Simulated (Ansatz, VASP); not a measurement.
**Two plane-wave programs on NaCu**

INCAR

```
PREC     = Accurate       # precision mode
ENCUT    = 600            # plane-wave cutoff, eV
EDIFF    = 1E-6           # SCF threshold, eV
ISMEAR   = -1             # smearing method
SIGMA    = 0.05           # smearing width, eV
LREAL    = F              # projectors in reciprocal space
LASPH    = T              # aspherical terms in the spheres
NELM     = 100            # most SCF steps
ALGO     = Normal         # electronic algorithm
ISIF     = 3              # what is computed and relaxed
LWAVE    = F              # write WAVECAR
LCHARG   = F              # write CHGCAR
GGA      = PE             # functional
IBRION   = 2              # ionic algorithm
NSW      = 60             # ionic steps
EDIFFG   = -0.01          # ionic threshold
```

KPOINTS

```
Automatic mesh
0
Gamma
  9 9 7
```

POSCAR

```
NaCu
1.0
    2.9422367500      0.0000000000      0.0000000000
    0.0000000000      2.9422367500      0.0000000000
    0.0000000000      0.0000000000      4.0409127600
Na Cu
1 1
Direct
    0.0000000000      0.0000000000      0.0000000000
    0.5000000000      0.5000000000      0.5000000000
```

The input input.yaml:

```yaml
crystal:
  lattice:
    - [2.94223675, 0.0, 0.0]
    - [0.0, 2.94223675, 0.0]
    - [0.0, 0.0, 4.04091276]
  atoms:
    - { symbol: Na, position: [0.0, 0.0, 0.0] }
    - { symbol: Cu, position: [0.5, 0.5, 0.5] }
hamiltonian:
  xc: pbe
  pseudopotentials: { kind: paw }
kpoints:
  mp_grid: { grid: [9, 9, 7] }
scf:
  occupations: { method: fermi_dirac, width: 0.05 }
output:
  forces: true
  stress: true
  eigenvalues: true
relax:
  f_tol: 0.01
  max_steps: 40
  cell: { stress_tol: 0.05 }
```

Alike in both runs: task relaxation of cell and atoms; functional PBE; k mesh 9 × 9 × 7; occupations fermi-dirac, width 0.05 eV; no spin polarisation.

|  | VASP | Ansatz |
| --- | --- | --- |
| version | VASP 6.6.1 | Ansatz 0.2.0 |
| potentials or method | VASP PAW PBE potentials, release 64 (Na_pv, Cu) | Ansatz PAW |
| plane-wave cutoff (eV) | 600 | 420 |
| valence electrons in the cell | 18 | 28 |

|  | VASP | Ansatz | Ansatz less VASP |
| --- | --- | --- | --- |
| gap on the k mesh at the Fermi level, each at its own relaxed structure (eV) | none | none | - |
| relaxed volume (Å³/atom) | 18.28 | 18.22 | -0.061 |
| relaxed cell length with the largest relative difference (Å) | 2.824 | 2.817 | -0.0072 |

A gap of «none» marks a metal or a gap that the smearing closes. VASP's potentials hold 18 valence electrons a cell and Ansatz's 28, so a difference there can come from the potentials and not from the codes.

Noted on Ansatz's run: the plane-wave basis is chosen anew once the cell has moved, so the energies of steps on either side of that aren't comparable.
